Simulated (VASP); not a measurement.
# LaPd2 (I4/mmm) in VASP: a series of runs

LaPd2 is run at these levels: RPBE, PBE, PBEsol; tasks: single point.

Everything below comes from runs of VASP 6.6.1. Logs are shortened: lines on timing, memory, paths and dates and some standing lists are left out, and cuts for length are marked.

## (1) The cell of the first run

The structure is tetragonal, space group I4/mmm (No. 139). Conventional cell: a = 4.048 Å, b = 4.048 Å, c = 9.005 Å, α = 90.00°, β = 90.00°, γ = 90.00°. Within 4.1 Å of La (site symmetry 4/mmm) lie 8 Pd at 3.03 Å and 4 La at 4.05 Å. Pd (site symmetry -4m2) has 4 Pd at 2.86 Å and 4 La at 3.03 Å within 3.8 Å.

## (2) Single point, RPBE

INCAR

```
SYSTEM = LaPd2
PREC     = Accurate       ! precision mode
ENCUT    = 630            ! plane-wave cutoff, eV
EDIFF    = 1E-6           ! SCF threshold, eV
ISMEAR   = -1             ! smearing method
SIGMA    = 0.05           ! smearing width, eV
LREAL    = .FALSE.        ! projectors in reciprocal space
LASPH    = .TRUE.         ! aspherical terms in the spheres
NELM     = 200            ! most SCF steps
ALGO     = Normal         ! electronic algorithm
ISIF     = 2              ! what is computed and relaxed
LWAVE    = .FALSE.        ! write WAVECAR
LCHARG   = .FALSE.        ! write CHGCAR
GGA      = RP             ! functional
NBANDS   = 30             ! bands
GGA_COMPAT= .FALSE.      
LMAXMIX  = 6              ! l up to which the mixer works
```

KPOINTS

```
regular mesh
0
G
  9 9 9
  0 0 0
```

POSCAR

```
LaPd2
1.0
   -2.0237999178      2.0237999178      4.5025809433
    2.0237999178     -2.0237999178      4.5025809433
    2.0237999178      2.0237999178     -4.5025809433
La Pd
1 2
Direct
    0.0000000000      0.0000000000      0.0000000000
    0.2500000000      0.7500000000      0.5000000000
    0.7500000000      0.2500000000      0.5000000000
```

Potentials or basis: VASP PAW PBE potentials, release 64 (La, Pd_sv_GW).

The run is started by

```sh
> cat potpaw_PBE.64/La/POTCAR potpaw_PBE.64/Pd_sv_GW/POTCAR > POTCAR
> mpirun -np 1 vasp_std > vasp.out
```

OUTCAR:

```text
SYSTEM = LaPd2
   PREC = Accurate
   ENCUT = 630
   EDIFF = 1E-6
   ISMEAR = -1
   LREAL = .FALSE.
   LASPH = .TRUE.
   NELM = 200
   ISIF = 2
   GGA = RP

 ion  position               nearest neighbor table
   1  0.000  0.000  0.000-   3 3.03   2 3.03   2 3.03   3 3.03   2 3.03   3 3.03   3 3.03   2 3.03

   2  0.250  0.750  0.500-   1 3.03   1 3.03   1 3.03   1 3.03
   3  0.750  0.250  0.500-   1 3.03   1 3.03   1 3.03   1 3.03

  LATTYP: Found a body centered tetragonal cell.
 ALAT       =     4.0475998356
 C/A-ratio  =     2.2248152615

  Lattice vectors:

 A1 = (  -2.0237999178,   2.0237999178,   4.5025809433)
 A2 = (   2.0237999178,  -2.0237999178,   4.5025809433)
 A3 = (   2.0237999178,   2.0237999178,  -4.5025809433)

Analysis of symmetry for initial positions (statically):
=====================================================================
 Subroutine PRICEL returns:
 Original cell was already a primitive cell.

 Routine SETGRP: Setting up the symmetry group for a
 body centered tetragonal supercell.

 Subroutine GETGRP returns: Found 16 space group operations
 (whereof 16 operations were pure point group operations)
 out of a pool of 16 trial point group operations.

The static configuration has the point symmetry D_4h.

Analysis of symmetry for dynamics (positions and initial velocities):
=====================================================================
 Subroutine PRICEL returns:
 Original cell was already a primitive cell.

 Routine SETGRP: Setting up the symmetry group for a
 body centered tetragonal supercell.

 Subroutine GETGRP returns: Found 16 space group operations
 (whereof 16 operations were pure point group operations)
 out of a pool of 16 trial point group operations.

The dynamic configuration has the point symmetry D_4h.

 Subroutine INISYM returns: Found 16 space group operations
 (whereof 16 operations are pure point group operations),
 and found     1 'primitive' translations

----------------------------------------------------------------------------------------

                                     Primitive cell

  volume of cell :      73.7661

  direct lattice vectors                    reciprocal lattice vectors
    -2.023799918  2.023799918  4.502580943     0.000000000  0.247059996  0.111047421
     2.023799918 -2.023799918  4.502580943     0.247059996  0.000000000  0.111047421
     2.023799918  2.023799918 -4.502580943     0.247059996  0.247059996  0.000000000

  length of vectors
     5.335238267  5.335238267  5.335238267     0.270869288  0.270869288  0.349395597

  position of ions in fractional coordinates (direct lattice)
     0.000000000  0.000000000  0.000000000
     0.250000000  0.750000000  0.500000000
     0.750000000  0.250000000  0.500000000

  ion indices of the primitive-cell ions
   primitive index   ion index
                 1           1
                 2           2
                 3           3

----------------------------------------------------------------------------------------

 KPOINTS: regular mesh

Automatic generation of k-mesh.
 Grid dimensions read from file:
 generate k-points for:    9    9    9

 Generating k-lattice:

  Cartesian coordinates                     Fractional coordinates (reciprocal lattice)
     0.000000000  0.027451111  0.012338602     0.111111111  0.000000000  0.000000000
     0.027451111  0.000000000  0.012338602     0.000000000  0.111111111  0.000000000
     0.027451111  0.027451111  0.000000000     0.000000000  0.000000000  0.111111111

  Length of vectors
     0.030096588  0.030096588  0.038821733

  Shift w.r.t. Gamma in fractional coordinates (k-lattice)
     0.000000000  0.000000000  0.000000000

 Subroutine IBZKPT returns following result:
 ===========================================

 Found     75 irreducible k-points:

 Following reciprocal coordinates:
            Coordinates               Weight
  0.000000  0.000000  0.000000      1.000000
  0.111111 -0.000000  0.000000      8.000000
  0.222222 -0.000000  0.000000      8.000000
  0.333333  0.000000  0.000000      8.000000
  0.444444 -0.000000  0.000000      8.000000
  0.111111  0.111111  0.000000      8.000000
[... 16 lines left out ...]
 -0.333333  0.333333  0.000000      4.000000
  0.444444  0.444444  0.000000      8.000000
 [... further k-points ...]
   k-points           NKPTS =     75   k-points in BZ     NKDIM =     75   number of bands    NBANDS=     30
   number of dos      NEDOS =    301   number of ions     NIONS =      3
   total plane-waves  NPLWV = 110592
   dimension x,y,z NGX =    48 NGY =   48 NGZ =   48
   dimension x,y,z NGXF=    96 NGYF=   96 NGZF=   96
   ions per type =               1   2
   NGX,Y,Z   is equivalent  to a cutoff of  14.96, 14.96, 14.96 a.u.
   NGXF,Y,Z  is equivalent  to a cutoff of  29.91, 29.91, 29.91 a.u.
 SYSTEM =  LaPd2
   PREC   = accura    normal or accurate (medium, high low for compatibility)
   ISTART =      0    job   : 0-new  1-cont  2-samecut
   ICHARG =      2    charge: 1-file 2-atom 10-const
   ISPIN  =      1    spin polarized calculation?
   LNONCOLLINEAR =      F non collinear calculations
   LSORBIT =      F    spin-orbit coupling
   LASPH  =      T    aspherical Exc in radial PAW
   ENCUT  =  630.0 eV  46.30 Ry    6.80 a.u.  10.92 10.92 10.92*2*pi/ulx,y,z
   NELM   =    200;   NELMIN=  2; NELMDL= -5     # of ELM steps
   EDIFF  = 0.1E-05   stopping-criterion for ELM
   LREAL  =      F    real-space projection
   EDIFFG = 0.1E-04   stopping-criterion for IOM
   NSW    =      0    number of steps for IOM
   IBRION =     -1    ionic relax: 0-MD 1-quasi-New 2-CG
   NFREE  =      0    steps in history (QN), initial steepest desc. (CG)
   ISIF   =      2    stress and relaxation
   ISYM   =      2    0-nonsym 1-usesym 2-fastsym
   POTIM  = 0.5000    time-step for ionic-motion
   TEBEG  =    0.0;   TEEND  =   0.0 temperature during run
   PSTRESS=    0.0 pullay stress
   NELECT =      47.0000    total number of electrons
   NUPDOWN=      -1.0000    fix difference up-down
   EMIN   =  10.00;   EMAX   =-10.00  energy-range for DOS
   EFERMI =   0.00;   METHOD = LEGACY
   ISMEAR =    -1;   SIGMA  =   0.05  broadening in eV -4-tet -1-fermi 0-gaus
   EFERMI_NEDOS =   21; number of points for ismear=-14 and -15
   IALGO  =     38    algorithm
   IMIX   =      4    mixing-type and parameters
     AMIX     =   0.40;   BMIX     =  1.00
     AMIX_MAG =   1.60;   BMIX_MAG =  1.00
  volume/ion in A,a.u.               =      24.59       165.93
  Fermi-wavevector in a.u.,A,eV,Ry     =   1.408711  2.662078 27.000307  1.984467
  Thomas-Fermi vector in A             =   2.530841
   LORBIT       =      0    0 simple, 1 ext, 2 COOP (PROOUT), +10 PAW based schemes
   GGA     = RP    functional components
   LHFCALC =     F    Hartree Fock is set to
   AEXX    =    0.0000 exact exchange contribution
   IVDW    =     0    specifies the selected vdW correction
   LEPSILON=     F    determine dielectric tensor
   LRPA    =     F    only Hartree local field effects (RPA)
 non-spin polarized calculation
  energy-cutoff  :      630.00
  volume of cell :       73.77
 maximum number of plane-waves:      2690
 NGX is ok and might be reduce to    48
   NGX = 21   NGY = 21   NGZ = 21

 number of electron      46.9999999 magnetization

 Free energy of the ion-electron system (eV)
  ---------------------------------------------------
  ext. energy  EPLUGINS =         0.00000000
  ---------------------------------------------------
  free energy    TOTEN  =       -12.62682635 eV

  energy without entropy =      -12.61297837  energy(sigma->0) =      -12.61990236

 E-fermi :   7.1759     XC(G=0): -10.5265

 val. band max:        7.1554246262   @ k =  -0.3333  -0.3333   0.2222
 cond. band min:       7.1954042552   @ k =  -0.1111   0.1111   0.0000
 fundamental gap:      0.0399796290
 Fermi energy:         7.1758607943

 k-point     1 :       0.0000    0.0000    0.0000
  band No.  band energies     occupation
      1     -77.0735      2.00000
      2     -77.0525      2.00000
      3     -42.9383      2.00000
      4     -42.9118      2.00000
      5     -42.8018      2.00000
      6     -42.8018      2.00000
[... 22 lines left out ...]
     29       9.2047      0.00000
     30       9.2052      0.00000

 k-point     2 :       0.1111   -0.0000    0.0000
  band No.  band energies     occupation
      1     -77.0729      2.00000
      2     -77.0531      2.00000
      3     -42.9375      2.00000
      4     -42.9126      2.00000
      5     -42.7982      2.00000
      6     -42.7980      2.00000
[... 22 lines left out ...]
     29       9.2263      0.00000
     30       9.2570      0.00000

 k-point     3 :       0.2222   -0.0000    0.0000
  band No.  band energies     occupation
      1     -77.0711      2.00000
      2     -77.0549      2.00000
      3     -42.9352      2.00000
      4     -42.9149      2.00000
      5     -42.7876      2.00000
      6     -42.7869      2.00000
[... 22 lines left out ...]
     29       9.2884      0.00000
     30       9.2986      0.00000

 k-point     4 :       0.3333    0.0000    0.0000
  band No.  band energies     occupation
      1     -77.0683      2.00000
      2     -77.0577      2.00000
      3     -42.9317      2.00000
      4     -42.9184      2.00000
      5     -42.7713      2.00000
      6     -42.7700      2.00000
[... 22 lines left out ...]
     29       9.3174      0.00000
     30       9.3471      0.00000

 k-point     5 :       0.4444   -0.0000    0.0000
  band No.  band energies     occupation
      1     -77.0648      2.00000
      2     -77.0612      2.00000
      3     -42.9273      2.00000
      4     -42.9227      2.00000
      5     -42.7509      2.00000
      6     -42.7492      2.00000
[... 22 lines left out ...]
     29       9.3612      0.00000
     30       9.4208      0.00000
[... 526 lines left out ...]
     29       9.2898      0.00000
     30       9.4061      0.00000

 k-point    22 :      -0.4444    0.3333   -0.0000
  band No.  band energies     occupation
      1     -77.0639      2.00000
      2     -77.0620      2.00000
      3     -42.9258      2.00000
      4     -42.9240      2.00000
      5     -42.8104      2.00000
      6     -42.7995      2.00000
[... 22 lines left out ...]
     29       9.2837      0.00000
     30       9.4652      0.00000

 k-point    23 :      -0.3333    0.3333    0.0000
  band No.  band energies     occupation
      1     -77.0656      2.00000
      2     -77.0603      2.00000
      3     -42.9280      2.00000
      4     -42.9218      2.00000
      5     -42.8127      2.00000
      6     -42.7811      2.00000
[... 22 lines left out ...]
     29       9.3026      0.00000
     30       9.4640      0.00000

 k-point    24 :       0.4444    0.4444    0.0000
  band No.  band energies     occupation
      1     -77.0633      2.00000
      2     -77.0626      2.00000
      3     -42.9256      2.00000
      4     -42.9242      2.00000
      5     -42.8160      2.00000
      6     -42.8121      2.00000
[... 22 lines left out ...]
     29       9.2806      0.00000
     30       9.3923      0.00000

 [... further k-points ...]

------------------------ aborting loop because EDIFF is reached ----------------------------------------

  FORCE on cell =-STRESS in cart. coord.  units (eV):
  Direction    XX          YY          ZZ          XY          YZ          ZX
  --------------------------------------------------------------------------------------
  -------------------------------------------------------------------------------------
  Total       -0.0984128     -0.0984128     -0.1047114      0.0000000     -0.0000000      0.0000000
  in kB       -2.1374960     -2.1374960     -2.2742997      0.0000000     -0.0000000      0.0000000
  external PRESSURE =      -2.1830972 kB  Pullay stress =       0.0000000 kB

 VOLUME and BASIS-vectors are now :
 -----------------------------------------------------------------------------
  energy-cutoff  :      630.00
  volume of cell :       73.77
      direct lattice vectors                 reciprocal lattice vectors
    -2.023799918  2.023799918  4.502580943     0.000000000  0.247059996  0.111047421
     2.023799918 -2.023799918  4.502580943     0.247059996  0.000000000  0.111047421
     2.023799918  2.023799918 -4.502580943     0.247059996  0.247059996  0.000000000

 POSITION                                       TOTAL-FORCE (eV/Angst)
 -----------------------------------------------------------------------------------
      0.00000      0.00000      0.00000         0.000000      0.000000      0.000000
      2.02380      0.00000      2.25129         0.000000     -0.000000     -0.000000
      0.00000      2.02380      2.25129        -0.000000      0.000000     -0.000000
 -----------------------------------------------------------------------------------
    total drift:                                0.000000     -0.000000      0.000000

  FREE ENERGIE OF THE ION-ELECTRON SYSTEM (eV)
  ---------------------------------------------------
  free  energy   TOTEN  =       -12.6268263513 eV

  energy  without entropy=      -12.6129783741  energy(sigma->0) =      -12.61990236
```

It took 13 min on 1 thread of AMD EPYC 7R13 (Zen 3), shared host; peak memory 0.49 GiB.

What came out:

```
Free energy            : -12.6268 eV
Pressure               : -0.2 GPa
Band gap on the k mesh : zero (an odd number of electrons rules out a gap without spin polarisation)
```

Caveat: the PAW data sets were made with another functional, which shifts forces and pressure a little; spin-orbit coupling is left out, which moves the levels of the heavy elements.

## (3) Single point, PBE

This run uses another cell than the first one, of 23.94 Å³/atom.

INCAR

```
ALGO = Normal ; EDIFF = 1E-7
ENCUT = 520 ; GGA = PE
ISIF = 2 ; ISMEAR = -1
LASPH = True ; LCHARG = True
LELF = True ; LREAL = False
LVHAR = True ; LWAVE = False
NBANDS = 22 ; NELM = 80
PREC = Accurate ; SIGMA = 0.1
```

KPOINTS

```
k-points
0
Gamma
  8 8 8
```

POSCAR

```
LaPd2
1.0
   -2.0038740000      2.0038740000      4.4717310000
    2.0038740000     -2.0038740000      4.4717310000
    2.0038740000      2.0038740000     -4.4717310000
La Pd
1 2
Direct
    0.0000000000      0.0000000000      0.0000000000
    0.2500000000      0.7500000000      0.5000000000
    0.7500000000      0.2500000000      0.5000000000
```

Potentials or basis: VASP PAW PBE potentials, release 64 (La, Pd).

The run is started by

```sh
> cat potpaw_PBE.64/La/POTCAR potpaw_PBE.64/Pd/POTCAR > POTCAR
> mpirun -np 1 vasp_std > vasp.out
```

Run time: 3.4 min. Hardware: 1 thread of Oxide Virtual Turin-like, shared host; peak memory 0.28 GiB.

The run converged. Its results:

- Free energy: -17.0917 eV
- Pressure: -0.5 GPa
- Band gap on the k mesh: zero (an odd number of electrons rules out a gap without spin polarisation)

Stress tensor (GPa, compression positive):
```
-0.58  0.00  0.00
 0.00 -0.58  0.00
 0.00  0.00 -0.45
```

Levels at points of the mesh, in eV from the Fermi level:
```
           k point  band 12  band 13  band 14  band 15  band 16  band 17  band 18  band 19
(0.00, 0.00, 0.00)    -2.07    -2.07    -1.04    -0.21    -0.16     1.65     1.72     1.72
(0.50, 0.00, 0.00)    -2.63    -2.47    -2.23    -1.85    -0.53     0.29     2.00     2.05
(0.50, 0.50, 0.00)    -2.03    -1.81    -1.76    -1.12     1.19     1.46     1.50     2.10
(0.50, 0.50, 0.50)    -1.88    -1.83    -1.61    -0.99    -0.16     1.83     2.06     2.12
```

Caveat: spin-orbit coupling is left out, which moves the levels of the heavy elements.

(Part 1 of 2 ends here.)

The gap in the log of VASP goes by the Fermi energy; the results here count the filled bands.